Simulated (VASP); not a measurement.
# MoS2 (R3m) in VASP: a series of runs

MoS2 is run at these levels: PBEsol; tasks: single point.

Everything below comes from runs of VASP 6.6.1. Logs are shortened: lines on timing, memory, paths and dates and some standing lists are left out, and cuts for length are marked.

**1. The cell of the first run**

The structure is trigonal, space group R3m (No. 160). Conventional cell: a = 3.237 Å, b = 3.237 Å, c = 18.438 Å, α = 90.00°, β = 90.00°, γ = 120.00°. Mo (site symmetry 3m) has 6 S at 2.41 Å and 6 Mo at 3.24 Å within 3.3 Å. Within 3.3 Å of S (site symmetry 3m) lie 3 Mo at 2.41 Å and 7 S at 3.05 to 3.24 Å. Within 3.3 Å of S (site symmetry 3m) lie 3 Mo at 2.41 Å and 7 S at 3.05 to 3.24 Å.

**2. Single point, PBEsol (biaxial strain in the a-b plane: +3.0 %, then relaxed in part)**

The input, INCAR:

```
ALGO = Normal
EDIFF = 1E-7
ENCUT = 520
GGA = PS
ISIF = 2
ISMEAR = 0
LASPH = T
LCHARG = F
LREAL = F
LWAVE = F
NBANDS = 49
NELM = 100
PREC = Accurate
SIGMA = 0.02
```

The input, KPOINTS:

```
k-points
0
Gamma
  12 12 2
```

The input, POSCAR:

```
MoS2
1.0
    3.2373618351      0.0000000000      0.0000000000
   -1.6186809175      2.8036375904      0.0000000000
    0.0000000000      0.0000000000     18.4377959367
Mo S
3 6
Direct
    0.0000000000      0.0000000000      0.0002313507
    0.6666666667      0.3333333333      0.3335646841
    0.3333333333      0.6666666667      0.6668980174
    0.3333333333      0.6666666667      0.2507346701
    0.6666666667      0.3333333333      0.0830329791
    0.0000000000      0.0000000000      0.5840680035
    0.3333333333      0.6666666667      0.4163663124
    0.6666666667      0.3333333333      0.9174013368
    0.0000000000      0.0000000000      0.7496996458
```

Potentials or basis: VASP PAW PBE potentials, release 64 (Mo_sv, S).

On the command line:

```sh
> cat potpaw_PBE.64/Mo_sv/POTCAR potpaw_PBE.64/S/POTCAR > POTCAR
> mpirun -np 1 vasp_std > vasp.out
```

OUTCAR:

```text
EDIFF = 1E-7
   ENCUT = 520
   GGA = PS
   ISIF = 2
   ISMEAR = 0
   LASPH = T
   LREAL = F
   NELM = 100
   PREC = Accurate

 ion  position               nearest neighbor table
   1  0.000  0.000  0.000-   5 2.41   5 2.41   5 2.41   8 2.41   8 2.41   8 2.41
   2  0.667  0.333  0.334-   7 2.41   7 2.41   7 2.41   4 2.41   4 2.41   4 2.41
   3  0.333  0.667  0.667-   9 2.41   9 2.41   9 2.41   6 2.41   6 2.41   6 2.41
   4  0.333  0.667  0.251-   2 2.41   2 2.41   2 2.41
   5  0.667  0.333  0.083-   1 2.41   1 2.41   1 2.41
   6  0.000  0.000  0.584-   3 2.41   3 2.41   3 2.41
   7  0.333  0.667  0.416-   2 2.41   2 2.41   2 2.41
   8  0.667  0.333  0.917-   1 2.41   1 2.41   1 2.41
   9  0.000  0.000  0.750-   3 2.41   3 2.41   3 2.41

  LATTYP: Found a hexagonal cell.
 ALAT       =     3.2373618351
 C/A-ratio  =     5.6953151596

  Lattice vectors:

 A1 = (   3.2373618351,   0.0000000000,   0.0000000000)
 A2 = (  -1.6186809175,   2.8036375904,   0.0000000000)
 A3 = (   0.0000000000,   0.0000000000,  18.4377959367)

Analysis of symmetry for initial positions (statically):
=====================================================================
 Subroutine PRICEL returns following result:

  LATTYP: Found a trigonal (rhomboedric) cell.
 ALAT       =     6.4238605032
 COS(alpha) =     0.8730127009

  Lattice vectors:

 A1 = (   1.6186809174,  -0.9345458634,  -6.1459319783)
 A2 = (  -1.6186809172,  -0.9345458637,  -6.1459319801)
 A3 = (  -0.0000000001,   1.8690917270,  -6.1459319783)

   3 primitive cells build up your supercell.

 Routine SETGRP: Setting up the symmetry group for a
 hexagonal supercell.

 Subroutine GETGRP returns: Found  6 space group operations
 (whereof  6 operations were pure point group operations)
 out of a pool of 24 trial point group operations.

The static configuration has the point symmetry C_3v.

Analysis of symmetry for dynamics (positions and initial velocities):
=====================================================================
 Subroutine PRICEL returns following result:

  LATTYP: Found a trigonal (rhomboedric) cell.
 ALAT       =     6.4238605032
 COS(alpha) =     0.8730127009

  Lattice vectors:

 A1 = (   1.6186809174,  -0.9345458634,  -6.1459319783)
 A2 = (  -1.6186809172,  -0.9345458637,  -6.1459319801)
[... 116 lines left out ...]
   NSW    =      0    number of steps for IOM
   IBRION =     -1    ionic relax: 0-MD 1-quasi-New 2-CG
   NFREE  =      0    steps in history (QN), initial steepest desc. (CG)
   ISIF   =      2    stress and relaxation
   ISYM   =      2    0-nonsym 1-usesym 2-fastsym
   POTIM  = 0.5000    time-step for ionic-motion
   TEBEG  =    0.0;   TEEND  =   0.0 temperature during run
   PSTRESS=    0.0 pullay stress
   NELECT =      78.0000    total number of electrons
   NUPDOWN=      -1.0000    fix difference up-down
   EMIN   =  10.00;   EMAX   =-10.00  energy-range for DOS
   EFERMI =   0.00;   METHOD = LEGACY
   ISMEAR =     0;   SIGMA  =   0.02  broadening in eV -4-tet -1-fermi 0-gaus
   EFERMI_NEDOS =   21; number of points for ismear=-14 and -15
   IALGO  =     38    algorithm
   IMIX   =      4    mixing-type and parameters
     AMIX     =   0.40;   BMIX     =  1.00
     AMIX_MAG =   1.60;   BMIX_MAG =  1.00
  volume/ion in A,a.u.               =      18.59       125.48
  Fermi-wavevector in a.u.,A,eV,Ry     =   1.269304  2.398637 21.920791  1.611133
  Thomas-Fermi vector in A             =   2.402352
   LORBIT       =      0    0 simple, 1 ext, 2 COOP (PROOUT), +10 PAW based schemes
   GGA     = PS    functional components
   LHFCALC =     F    Hartree Fock is set to
   AEXX    =    0.0000 exact exchange contribution
   IVDW    =     0    specifies the selected vdW correction
   LEPSILON=     F    determine dielectric tensor
   LRPA    =     F    only Hartree local field effects (RPA)
 non-spin polarized calculation
 Gauss-broadening in eV      SIGMA  =   0.02
  energy-cutoff  :      520.00
  volume of cell :      167.35
 maximum number of plane-waves:      4566
   NGX = 13   NGY = 13   NGZ = 69

 number of electron      78.0000005 magnetization

 Free energy of the ion-electron system (eV)
  ---------------------------------------------------
  ext. energy  EPLUGINS =         0.00000000
  ---------------------------------------------------
  free energy    TOTEN  =       -70.11985148 eV

  energy without entropy =      -70.11985148  energy(sigma->0) =      -70.11985148

 E-fermi :   7.2990     XC(G=0): -10.7603

 val. band max:        7.1165480290   @ k =   0.0000   0.0000   0.5000
 cond. band min:       7.6470886987   @ k =   0.3333   0.3333   0.5000
 fundamental gap:      0.5305406697
 Fermi energy:         7.2989825527

 k-point     1 :       0.0000    0.0000    0.0000
  band No.  band energies     occupation
      1     -54.5464      2.00000
      2     -54.5464      2.00000
      3     -54.5463      2.00000
      4     -28.6942      2.00000
      5     -28.6942      2.00000
      6     -28.6941      2.00000
[... 1237 lines left out ...]
     48       9.8670      0.00000
     49      10.1401      0.00000

 [... further k-points ...]

------------------------ aborting loop because EDIFF is reached ----------------------------------------

  FORCE on cell =-STRESS in cart. coord.  units (eV):
  Direction    XX          YY          ZZ          XY          YZ          ZX
  --------------------------------------------------------------------------------------
  -------------------------------------------------------------------------------------
  Total       -7.8312409     -7.8312409     -0.0319697     -0.0000000      0.0000000      0.0000000
  in kB      -74.9754443    -74.9754443     -0.3060742     -0.0000000      0.0000000      0.0000000
  external PRESSURE =     -50.0856542 kB  Pullay stress =       0.0000000 kB

 VOLUME and BASIS-vectors are now :
 -----------------------------------------------------------------------------
  energy-cutoff  :      520.00
  volume of cell :      167.35
      direct lattice vectors                 reciprocal lattice vectors
     3.237361835  0.000000000  0.000000000     0.308893491  0.178339740  0.000000000
    -1.618680918  2.803637590  0.000000000     0.000000000  0.356679481  0.000000000
     0.000000000  0.000000000 18.437795937     0.000000000  0.000000000  0.054236418

 POSITION                                       TOTAL-FORCE (eV/Angst)
 -----------------------------------------------------------------------------------
      0.00000      0.00000      0.00427         0.000000      0.000000      0.000024
      1.61868      0.93455      6.15020         0.000000      0.000000      0.000024
     -0.00000      1.86909     12.29613         0.000000      0.000000      0.000024
     -0.00000      1.86909      4.62299        -0.000000     -0.000000     -0.001023
      1.61868      0.93455      1.53095         0.000000      0.000000      0.000999
      0.00000      0.00000     10.76893        -0.000000     -0.000000     -0.001023
     -0.00000      1.86909      7.67688        -0.000000      0.000000      0.000999
      1.61868      0.93455     16.91486        -0.000000      0.000000     -0.001023
      0.00000      0.00000     13.82281         0.000000     -0.000000      0.000999
 -----------------------------------------------------------------------------------
    total drift:                                0.000000      0.000000      0.000052

  FREE ENERGIE OF THE ION-ELECTRON SYSTEM (eV)
  ---------------------------------------------------
  free  energy   TOTEN  =       -70.1198514791 eV

  energy  without entropy=      -70.1198514791  energy(sigma->0) =      -70.11985148
```

OSZICAR:

```text
N       E                     dE             d eps       ncg     rms          rms(c)
DAV:   1     0.687965762281E+03    0.68797E+03   -0.41949E+04  4020   0.151E+03
DAV:   2    -0.317329109001E+02   -0.71970E+03   -0.69462E+03  4497   0.391E+02
DAV:   3    -0.737178843297E+02   -0.41985E+02   -0.41224E+02  4605   0.836E+01
DAV:   4    -0.747834357132E+02   -0.10656E+01   -0.10590E+01  4587   0.130E+01
DAV:   5    -0.748121664522E+02   -0.28731E-01   -0.28695E-01  4780   0.207E+00    0.414E+01
DAV:   6    -0.713090956046E+02    0.35031E+01   -0.27572E+01  4022   0.246E+01    0.153E+01
DAV:   7    -0.706849718412E+02    0.62412E+00   -0.11227E+01  4088   0.158E+01    0.967E+00
DAV:   8    -0.701175683132E+02    0.56740E+00   -0.19151E+00  4388   0.683E+00    0.329E+00
DAV:   9    -0.701349439807E+02   -0.17376E-01   -0.22144E-01  4869   0.182E+00    0.155E+00
DAV:  10    -0.701199829576E+02    0.14961E-01   -0.73938E-02  4383   0.139E+00    0.455E-01
DAV:  11    -0.701199631135E+02    0.19844E-04   -0.38677E-03  4601   0.297E-01    0.183E-01
DAV:  12    -0.701198651671E+02    0.97946E-04   -0.32911E-04  4505   0.779E-02    0.101E-01
DAV:  13    -0.701198503836E+02    0.14783E-04   -0.30004E-04  4746   0.740E-02    0.230E-02
DAV:  14    -0.701198505655E+02   -0.18192E-06   -0.24273E-05  4478   0.240E-02    0.265E-02
DAV:  15    -0.701198517107E+02   -0.11452E-05   -0.36694E-06  4518   0.849E-03    0.623E-03
DAV:  16    -0.701198514353E+02    0.27544E-06   -0.14815E-06  4639   0.575E-03    0.221E-03
DAV:  17    -0.701198514791E+02   -0.43819E-07   -0.12992E-07  3119   0.145E-03
   1 F= -.70119851E+02 E0= -.70119851E+02  d E =-.286553E-40
```

It took 9 min on 1 thread of Intel Xeon 8259CL, shared host; peak memory 0.38 GiB.

Results:

```
Free energy            : -70.1199 eV
Pressure               : -5.0 GPa
Band gap on the k mesh : 0.53 eV
```

Caveat: the cell differs from its parent crystal (biaxial strain in the a-b plane: +3.0 %, then relaxed in part); the stress differs along the axes, from -7 to -0 GPa; semilocal functionals underestimate gaps, and a narrow one can read as zero; the PAW data sets were made with another functional, which shifts forces and pressure a little; this functional lacks dispersion, which binds layers or chains, so the pressure and a relaxed spacing across them are unreliable. A k mesh can miss the band edges.

**3. Single point, PBEsol**

The input, INCAR:

```
SYSTEM = MoS2
PREC = Accurate
ENCUT = 520
EDIFF = 1E-7
ISMEAR = 0
SIGMA = 0.02
LREAL = .FALSE.
LASPH = .TRUE.
NELM = 60
ALGO = Normal
ISIF = 2
LWAVE = .FALSE.
LCHARG = .FALSE.
GGA = PS
NBANDS = 49
```

The input, KPOINTS:

```
Automatic mesh
0
G
  12 12 2
  0 0 0
```

POSCAR is that of step 2.

Potentials or basis: VASP PAW PBE potentials, release 64 (Mo_sv, S).

On the command line:

```sh
> cat potpaw_PBE.64/Mo_sv/POTCAR potpaw_PBE.64/S/POTCAR > POTCAR
> mpirun -np 1 vasp_std > vasp.out
```

It took 8.6 min on 1 thread of Intel Xeon 8259CL, shared host; peak memory 0.38 GiB.

Results (log left out):

| Item | Value |
| --- | --- |
| Free energy | -70.1199 eV |
| Pressure | -5.0 GPa |
| Band gap on the k mesh | 0.53 eV |

Stress tensor (GPa, compression positive):
```
-7.50  0.00  0.00
 0.00 -7.50  0.00
 0.00  0.00 -0.03
```

Levels at points of the mesh, in eV from the valence-band top:
```
           k point  band 37  band 38  band 39  band 40  band 41  band 42
(0.00, 0.00, 0.00)    -1.05    -0.11    -0.11     1.73     1.73     1.79
(0.50, 0.00, 0.00)    -1.51    -1.51    -1.42     1.16     1.19     1.19
(0.00, 0.00, 0.50)    -0.46    -0.46     0.00     1.75     1.75     1.75
(0.50, 0.00, 0.50)    -1.55    -1.45    -1.45     1.17     1.17     1.21
```

Caveat: the stress differs along the axes, from -7 to -0 GPa; semilocal functionals underestimate gaps, and a narrow one can read as zero; the PAW data sets were made with another functional, which shifts forces and pressure a little; this functional lacks dispersion, which binds layers or chains, so the pressure and a relaxed spacing across them are unreliable.

**4. Single point, PBEsol (biaxial strain in the a-b plane: +1.0 %, then relaxed in part)**

The input, INCAR:

```
SYSTEM = MoS2
ALGO = Normal
EDIFF = 1E-6
ENCUT = 520
GGA = PS
ISIF = 2
ISMEAR = 0
LASPH = .True.
LCHARG = .False.
LREAL = .False.
LWAVE = .False.
NBANDS = 49
NELM = 80
PREC = Accurate
SIGMA = 0.02
```

The input, KPOINTS:

```
k-points
0
Gamma
  12 12 2
  0 0 0
```

The input, POSCAR:

```
MoS2
1.0
    3.1745004402      0.0000000000      0.0000000000
   -1.5872502201      2.7491980256      0.0000000000
    0.0000000000      0.0000000000     18.7179504961
Mo S
3 6
Direct
    0.0000000000      0.0000000000      0.0002315590
    0.6666666667      0.3333333333      0.3335648924
    0.3333333333      0.6666666667      0.6668982257
    0.3333333333      0.6666666667      0.2508833233
    0.6666666667      0.3333333333      0.0828841177
    0.0000000000      0.0000000000      0.5842166566
    0.3333333333      0.6666666667      0.4162174510
    0.6666666667      0.3333333333      0.9175499899
    0.0000000000      0.0000000000      0.7495507843
```

On the command line:

```sh
> cat potpaw_PBE.64/Mo_sv/POTCAR potpaw_PBE.64/S/POTCAR > POTCAR
> mpirun -np 1 vasp_std > vasp.out
```

Wall time 9.8 min (1 thread of Intel Xeon 8259CL, shared host); peak memory 0.4 GiB.

The run converged. Its results:

```yaml
Free_energy: -70.3254 eV
Pressure: -1.8 GPa
Band_gap_on_the_k_mesh: 0.96 eV
```

Stress tensor (GPa, compression positive):
```
-2.66  0.00  0.00
 0.00 -2.66  0.00
 0.00  0.00 -0.03
```

Levels at points of the mesh, in eV from the valence-band top:
| k point | band 36 | band 37 | band 38 | band 39 | band 40 | band 41 | band 42 | band 43 |
| --- | --- | --- | --- | --- | --- | --- | --- | --- |
| (0.00, 0.00, 0.00) | -1.28 | -1.12 | -0.12 | -0.12 | 2.06 | 2.06 | 2.11 | 2.11 |
| (0.50, 0.00, 0.00) | -1.66 | -1.39 | -1.39 | -1.28 | 1.56 | 1.58 | 1.58 | 2.07 |
| (0.00, 0.00, 0.50) | -2.09 | -0.51 | -0.51 | 0.00 | 2.07 | 2.07 | 2.07 | 2.07 |
| (0.50, 0.00, 0.50) | -1.62 | -1.44 | -1.31 | -1.31 | 1.56 | 1.56 | 1.59 | 2.02 |

Caveat: the cell differs from its parent crystal (biaxial strain in the a-b plane: +1.0 %, then relaxed in part); the PAW data sets were made with another functional, which shifts forces and pressure a little; this functional lacks dispersion, which binds layers or chains, so the pressure and a relaxed spacing across them are unreliable.

**5. Single point, PBEsol (biaxial strain in the a-b plane: +1.0 %)**

The input, INCAR:

```
SYSTEM = MoS2
PREC     = Accurate       ! precision mode
ENCUT    = 520            ! plane-wave cutoff, eV
EDIFF    = 1E-6           ! SCF threshold, eV
ISMEAR   = 0              ! smearing method
SIGMA    = 0.02           ! smearing width, eV
LREAL    = .False.        ! projectors in reciprocal space
LASPH    = .True.         ! aspherical terms in the spheres
NELM     = 60             ! most SCF steps
ALGO     = Normal         ! electronic algorithm
ISIF     = 2              ! what is computed and relaxed
LWAVE    = .False.        ! write WAVECAR
LCHARG   = .False.        ! write CHGCAR
GGA      = PS             ! functional
NBANDS   = 49             ! bands
```

The input, KPOINTS:

```
Automatic mesh
0
Gamma
  12 12 2
  0 0 0
```

The input, POSCAR:

```
MoS2
1.0
    3.1745004402      0.0000000000      0.0000000000
   -1.5872502201      2.7491980256      0.0000000000
    0.0000000000      0.0000000000     18.7420467996
Mo S
3 6
Direct
    0.0000000000      0.0000000000      0.0002317094
    0.6666666667      0.3333333333      0.3335650427
    0.3333333333      0.6666666667      0.6668983760
    0.3333333333      0.6666666667      0.2509161712
    0.6666666667      0.3333333333      0.0828511194
    0.0000000000      0.0000000000      0.5842495045
    0.3333333333      0.6666666667      0.4161844528
    0.6666666667      0.3333333333      0.9175828379
    0.0000000000      0.0000000000      0.7495177861
```

On the command line:

```sh
> cat potpaw_PBE.64/Mo_sv/POTCAR potpaw_PBE.64/S/POTCAR > POTCAR
> mpirun -np 1 vasp_std > vasp.out
```

It took 7 min on 1 thread of Intel Xeon 8259CL, shared host; peak memory 0.4 GiB.

The run converged. Its results:

```
Free energy            : -70.3253 eV
Pressure               : -1.9 GPa
Largest force          : 0.024 eV/Å
Band gap on the k mesh : 0.97 eV
```

Forces on the atoms (eV/Å):
```
Mo   0.000  0.000  0.000
Mo   0.000  0.000  0.000
Mo   0.000  0.000  0.000
S    0.000  0.000  0.024
S    0.000  0.000 -0.024
S    0.000  0.000  0.024
S    0.000  0.000 -0.024
S    0.000  0.000  0.024
S    0.000  0.000 -0.024
```

Stress tensor (GPa, compression positive):
```
-2.74  0.00  0.00
 0.00 -2.74  0.00
 0.00  0.00 -0.28
```

Levels at points of the mesh, in eV from the valence-band top:
```
           k point  band 35  band 36  band 37  band 38  band 39  band 40  band 41  band 42  band 43  band 44
(0.00, 0.00, 0.00)    -2.23    -1.29    -1.11    -0.12    -0.12     2.06     2.06     2.12     2.12     2.12
(0.50, 0.00, 0.00)    -1.64    -1.64    -1.38    -1.38    -1.27     1.57     1.59     1.59     2.07     2.07
(0.00, 0.00, 0.50)    -2.09    -2.09    -0.51    -0.51     0.00     2.08     2.08     2.08     2.08     2.14
(0.50, 0.00, 0.50)    -1.72    -1.60    -1.43    -1.30    -1.30     1.57     1.57     1.60     2.03     2.13
```

Caveat: the cell differs from its parent crystal (biaxial strain in the a-b plane: +1.0 %); the PAW data sets were made with another functional, which shifts forces and pressure a little; this functional lacks dispersion, which binds layers or chains, so the pressure and a relaxed spacing across them are unreliable.

**6. Summary**

| cell | gap on the mesh (eV) | pressure (GPa) |
| --- | --- | --- |
| a = 3.237, b = 3.237, c = 18.438 Å, angles 90.0, 90.0, 120.0°, 9 atoms, atomic positions A | 0.53 | -5.0 |
| a = 3.175, b = 3.175, c = 18.718 Å, angles 90.0, 90.0, 120.0°, 9 atoms, atomic positions B | 0.96 | -1.8 |
| a = 3.175, b = 3.175, c = 18.742 Å, angles 90.0, 90.0, 120.0°, 9 atoms, atomic positions C | 0.97 | -1.9 |

Alike in all rows: task single point; level PBEsol; potentials or basis VASP PAW PBE potentials, release 64 (Mo_sv, S); no spin polarisation; k mesh 12 × 12 × 2; cutoff (eV) 520; smearing gaussian 0.02 eV.

Caveats: the PAW data sets were made with another functional, which shifts forces and pressure a little; this functional lacks dispersion, which binds layers or chains, so the pressure and a relaxed spacing across them are unreliable; the stress differs along the axes, from -7 to -0 GPa (at least some runs); semilocal functionals underestimate gaps, and a narrow one can read as zero (at least some runs).

Absolute energies hang on the potentials; compare differences alone.
